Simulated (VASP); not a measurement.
Input of a VASP 6.6.1 run:

Contents of INCAR:

```
SYSTEM = Mg
PREC = Accurate ; ENCUT = 520
EDIFF = 1E-7 ; ISMEAR = -1
SIGMA = 0.05 ; LREAL = .FALSE.
LASPH = .TRUE. ; NELM = 60
ALGO = Fast ; ISIF = 2
LWAVE = .FALSE. ; LCHARG = .TRUE.
GGA = PS ; LELF = .TRUE.
LVHAR = .TRUE. ; NBANDS = 9
```

The input KPOINTS:

```
regular mesh
0
G
  10 10 5
  0 0 0
```

The input POSCAR:

```
Mg
1.0
    2.8694853788      0.0000000000      0.0000000000
   -1.4347426894      2.4850472338      0.0000000000
    0.0000000000      0.0000000000      4.6862976252
Mg
2
Direct
    0.6666666667      0.3333333333      0.7500000000
    0.3333333333      0.6666666667      0.2500000000
```

Potentials or basis: VASP PAW PBE potentials, release 64 (Mg).

Command:

```bash
$ cat potpaw_PBE.64/Mg/POTCAR > POTCAR
$ mpirun -np 1 vasp_std > vasp.out
```

Problem. What does it give for the band gap on the k mesh?

Solution. Zero (bands 2 and 3 overlap by 1.82 eV).

Problem. Estimate the pressure.

Solution. 20.3 GPa.

Caveat: the cell stands under pressure; the PAW data sets were made with another functional, which shifts forces and pressure a little.
